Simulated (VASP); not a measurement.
# ZnCu (P4/mmm) in VASP: further runs, part 3 of 3

VASP 6.6.1.

## Step 5: Single point, PBE (uniaxial strain along c: +2.0 %, then relaxed in part)

The input, INCAR:

```
PREC     = Accurate       # precision mode
ENCUT    = 520            # plane-wave cutoff, eV
EDIFF    = 1E-6           # SCF threshold, eV
ISMEAR   = 0              # smearing method
SIGMA    = 0.1            # smearing width, eV
LREAL    = F              # projectors in reciprocal space
LASPH    = T              # aspherical terms in the spheres
NELM     = 80             # most SCF steps
ALGO     = Fast           # electronic algorithm
ISIF     = 2              # what is computed and relaxed
LWAVE    = F              # write WAVECAR
LCHARG   = F              # write CHGCAR
GGA      = PE             # functional
NBANDS   = 18             # bands
```

The input, KPOINTS:

```
Automatic mesh
0
Gamma
  16 16 12
```

The input, POSCAR:

```
ZnCu
1.0
    2.7289753748      0.0000000000      0.0000000000
    0.0000000000      2.7289753748      0.0000000000
    0.0000000000      0.0000000000      3.5027621044
Zn Cu
1 1
Direct
    0.5000000000      0.5000000000      0.5000000000
    0.0000000000      0.0000000000      0.0000000000
```

Potentials or basis: VASP PAW PBE potentials, release 64 (Zn, Cu).

Run with:

```console
cat potpaw_PBE.64/Zn/POTCAR potpaw_PBE.64/Cu/POTCAR > POTCAR
mpirun -np 1 vasp_std > vasp.out
```

OUTCAR:

```text
PREC = Accurate
   ENCUT = 520
   EDIFF = 1E-6
   ISMEAR = 0
   LREAL = F
   LASPH = T
   NELM = 80
   ISIF = 2
   GGA = PE

 ion  position               nearest neighbor table
   1  0.500  0.500  0.500-   2 2.61   2 2.61   2 2.61   2 2.61   2 2.61   2 2.61   2 2.61   2 2.61

   2  0.000  0.000  0.000-   1 2.61   1 2.61   1 2.61   1 2.61   1 2.61   1 2.61   1 2.61   1 2.61

  LATTYP: Found a simple tetragonal cell.
 ALAT       =     2.7289753748
 C/A-ratio  =     1.2835447827

  Lattice vectors:

 A1 = (   2.7289753748,   0.0000000000,   0.0000000000)
 A2 = (   0.0000000000,   2.7289753748,   0.0000000000)
 A3 = (   0.0000000000,   0.0000000000,   3.5027621044)

Analysis of symmetry for initial positions (statically):
=====================================================================
 Subroutine PRICEL returns:
 Original cell was already a primitive cell.

 Routine SETGRP: Setting up the symmetry group for a
 simple tetragonal supercell.

 Subroutine GETGRP returns: Found 16 space group operations
 (whereof 16 operations were pure point group operations)
 out of a pool of 16 trial point group operations.

The static configuration has the point symmetry D_4h.

Analysis of symmetry for dynamics (positions and initial velocities):
=====================================================================
 Subroutine PRICEL returns:
 Original cell was already a primitive cell.

 Routine SETGRP: Setting up the symmetry group for a
 simple tetragonal supercell.

 Subroutine GETGRP returns: Found 16 space group operations
 (whereof 16 operations were pure point group operations)
 out of a pool of 16 trial point group operations.

The dynamic configuration has the point symmetry D_4h.

[... 111 lines left out ...]
   EMIN   =  10.00;   EMAX   =-10.00  energy-range for DOS
   EFERMI =   0.00;   METHOD = LEGACY
   ISMEAR =     0;   SIGMA  =   0.10  broadening in eV -4-tet -1-fermi 0-gaus
   EFERMI_NEDOS =   21; number of points for ismear=-14 and -15
   IALGO  =     68    algorithm
   IMIX   =      4    mixing-type and parameters
     AMIX     =   0.40;   BMIX     =  1.00
     AMIX_MAG =   1.60;   BMIX_MAG =  1.00
  volume/ion in A,a.u.               =      13.04        88.02
  Fermi-wavevector in a.u.,A,eV,Ry     =   1.569811  2.966513 33.528944  2.464308
  Thomas-Fermi vector in A             =   2.671638
   LORBIT       =      0    0 simple, 1 ext, 2 COOP (PROOUT), +10 PAW based schemes
   GGA     = PE    functional components
   LHFCALC =     F    Hartree Fock is set to
   AEXX    =    0.0000 exact exchange contribution
   IVDW    =     0    specifies the selected vdW correction
   LEPSILON=     F    determine dielectric tensor
   LRPA    =     F    only Hartree local field effects (RPA)
 non-spin polarized calculation
 RMM-DIIS sequential band-by-band and
 Gauss-broadening in eV      SIGMA  =   0.10
  energy-cutoff  :      520.00
  volume of cell :       26.09
 maximum number of plane-waves:       720
   NGX = 11   NGY = 11   NGZ = 13

 number of electron      22.9999972 magnetization

 Free energy of the ion-electron system (eV)
  ---------------------------------------------------
  ext. energy  EPLUGINS =         0.00000000
  ---------------------------------------------------
  free energy    TOTEN  =        -5.00713170 eV

  energy without entropy =       -5.00333902  energy(sigma->0) =       -5.00523536

 E-fermi :   5.3340     XC(G=0): -12.2828

 val. band max:        5.3311565988   @ k =   0.4375   0.4375   0.0833
 cond. band min:       5.3575004529   @ k =   0.3750   0.1250   0.0833
 fundamental gap:      0.0263438540
 Fermi energy:         5.3339529698

 k-point     1 :       0.0000    0.0000    0.0000
  band No.  band energies     occupation
      1      -4.8566      2.00000
      2      -2.5903      2.00000
      3      -2.4976      2.00000
      4      -1.8171      2.00000
      5      -1.8171      2.00000
      6      -1.6174      2.00000
[... 481 lines left out ...]
      5      -1.8133      2.00000
      6       0.2156      2.00000
[... 10 lines left out ...]
     17      17.1227      0.00000
     18      17.7439      0.00000

 [... further k-points ...]

------------------------ aborting loop because EDIFF is reached ----------------------------------------

  FORCE on cell =-STRESS in cart. coord.  units (eV):
  Direction    XX          YY          ZZ          XY          YZ          ZX
  --------------------------------------------------------------------------------------
  -------------------------------------------------------------------------------------
  Total        0.0870439      0.0870439      0.0044350      0.0000000     -0.0000000      0.0000000
  in kB        5.3461258      5.3461258      0.2723913      0.0000000     -0.0000000      0.0000000
  external PRESSURE =       3.6548810 kB  Pullay stress =       0.0000000 kB

 VOLUME and BASIS-vectors are now :
 -----------------------------------------------------------------------------
  energy-cutoff  :      520.00
  volume of cell :       26.09
      direct lattice vectors                 reciprocal lattice vectors
     2.728975375  0.000000000  0.000000000     0.366437898  0.000000000  0.000000000
     0.000000000  2.728975375  0.000000000     0.000000000  0.366437898  0.000000000
     0.000000000  0.000000000  3.502762104     0.000000000  0.000000000  0.285488986

 POSITION                                       TOTAL-FORCE (eV/Angst)
 -----------------------------------------------------------------------------------
      1.36449      1.36449      1.75138         0.000000      0.000000      0.000000
      0.00000      0.00000      0.00000         0.000000      0.000000      0.000000
 -----------------------------------------------------------------------------------
    total drift:                               -0.000000      0.000000      0.000000

  FREE ENERGIE OF THE ION-ELECTRON SYSTEM (eV)
  ---------------------------------------------------
  free  energy   TOTEN  =        -5.0071317007 eV

  energy  without entropy=       -5.0033390235  energy(sigma->0) =       -5.00523536
```

stdout:

```text
POSCAR found type information on POSCAR ZnCu
 POSCAR found :  2 types and       2 ions
 scaLAPACK will be used
 LDA part: xc-table for (Slater+PW92), standard interpolation
 POSCAR, INCAR and KPOINTS ok, starting setup
 FFT: planning ... GRIDC
 FFT: planning ... GRID_SOFT
 FFT: planning ... GRID
 WAVECAR not read
 entering main loop
```

Wall time 64 s (1 thread of Intel Xeon 6975P-C (Granite Rapids), shared host); peak memory 0.25 GiB.

Results:

- Free energy: -5.0071 eV
- Pressure: 0.4 GPa

Levels at points of the mesh, in eV from the Fermi level:
| k point | band 10 | band 11 | band 12 | band 13 | band 14 | band 15 |
| --- | --- | --- | --- | --- | --- | --- |
| (0.00, 0.00, 0.00) | -2.67 | -2.45 | 1.41 | 6.19 | 9.31 | 9.31 |
| (0.50, 0.00, 0.00) | -2.95 | -2.71 | -1.39 | 8.17 | 8.33 | 9.33 |
| (0.50, 0.50, 0.00) | -2.12 | -0.57 | -0.57 | 3.35 | 3.92 | 10.70 |
| (0.00, 0.00, 0.50) | -2.91 | -2.85 | -2.47 | 12.95 | 12.95 | 13.97 |
| (0.50, 0.00, 0.50) | -2.56 | -2.39 | -1.92 | 1.07 | 1.64 | 16.43 |
| (0.50, 0.50, 0.50) | -2.12 | 3.94 | 3.94 | 4.26 | 4.26 | 4.28 |

Caveat: the cell differs from its parent crystal (uniaxial strain along c: +2.0 %, then relaxed in part).

## Step 6: Single point, PBE (uniaxial strain along c: +3.0 %, then relaxed in part)

The input, INCAR:

```
ALGO = Fast ; EDIFF = 1E-6
ENCUT = 520 ; GGA = PE
ISIF = 2 ; ISMEAR = 0
LASPH = T ; LCHARG = T
LELF = T ; LREAL = F
LVHAR = T ; LWAVE = F
NBANDS = 18 ; NELM = 60
PREC = Accurate ; SIGMA = 0.1
```

The input, KPOINTS:

```
k-points
0
Gamma
  16 16 12
```

The input, POSCAR:

```
ZnCu
1.0
    2.7143882173      0.0000000000      0.0000000000
    0.0000000000      2.7143882173      0.0000000000
    0.0000000000      0.0000000000      3.5371029093
Zn Cu
1 1
Direct
    0.5000000000      0.5000000000      0.5000000000
    0.0000000000      0.0000000000      0.0000000000
```

Potentials or basis: VASP PAW PBE potentials, release 64 (Zn, Cu).

Run with:

```console
cat potpaw_PBE.64/Zn/POTCAR potpaw_PBE.64/Cu/POTCAR > POTCAR
mpirun -np 1 vasp_std > vasp.out
```

It took 65 s on 1 thread of Intel Xeon 6975P-C (Granite Rapids), shared host; peak memory 0.25 GiB.

The run converged. Its results:

```
Free energy : -5.0067 eV
Pressure    : 0.4 GPa
```

Levels at points of the mesh, in eV from the Fermi level:
| k point | band 9 | band 10 | band 11 | band 12 | band 13 | band 14 | band 15 | band 16 |
| --- | --- | --- | --- | --- | --- | --- | --- | --- |
| (0.00, 0.00, 0.00) | -2.67 | -2.67 | -2.44 | 1.16 | 5.91 | 9.51 | 9.51 | 13.80 |
| (0.50, 0.00, 0.00) | -3.61 | -2.95 | -2.71 | -1.37 | 8.01 | 8.15 | 9.10 | 9.97 |
| (0.50, 0.50, 0.00) | -2.89 | -2.11 | -0.50 | -0.50 | 3.45 | 4.03 | 10.58 | 11.65 |
| (0.00, 0.00, 0.50) | -2.91 | -2.90 | -2.90 | -2.46 | 13.06 | 13.06 | 14.10 | 14.10 |
| (0.50, 0.00, 0.50) | -2.67 | -2.57 | -2.43 | -1.93 | 1.04 | 1.63 | 16.63 | 17.99 |
| (0.50, 0.50, 0.50) | -2.66 | -2.11 | 3.91 | 3.91 | 4.27 | 4.27 | 4.34 | 5.26 |

Caveat: the cell differs from its parent crystal (uniaxial strain along c: +3.0 %, then relaxed in part).

## Step 7: The runs side by side

| cell | further INCAR settings | gap on the mesh (eV) | pressure (GPa) |
| --- | --- | --- | --- |
| a = 2.754, b = 2.754, c = 3.434 Å, 2 atoms | ALGO = Fast; EDIFF = 1e-06; NBANDS = 18 | none | 0.8 |
| a = 2.761, b = 2.761, c = 3.400 Å, 2 atoms | ALGO = Fast; EDIFF = 1e-06; NBANDS = 18 | none | 1.5 |
| a = 2.774, b = 2.774, c = 3.400 Å, 2 atoms | ALGO = Fast; EDIFF = 1e-07; NBANDS = 18 | none | 0.1 |
| a = 2.729, b = 2.729, c = 3.503 Å, 2 atoms | ALGO = Fast; EDIFF = 1e-06; NBANDS = 18 | none | 0.4 |
| a = 2.714, b = 2.714, c = 3.537 Å, 2 atoms | ALGO = Fast; EDIFF = 1e-06; NBANDS = 18 | none | 0.4 |

Alike in all rows: task single point; level PBE; potentials or basis VASP PAW PBE potentials, release 64 (Zn, Cu); no spin polarisation; k mesh 16 × 16 × 12; cutoff (eV) 520; smearing gaussian 0.1 eV.

Absolute energies hang on the potentials; compare differences alone.
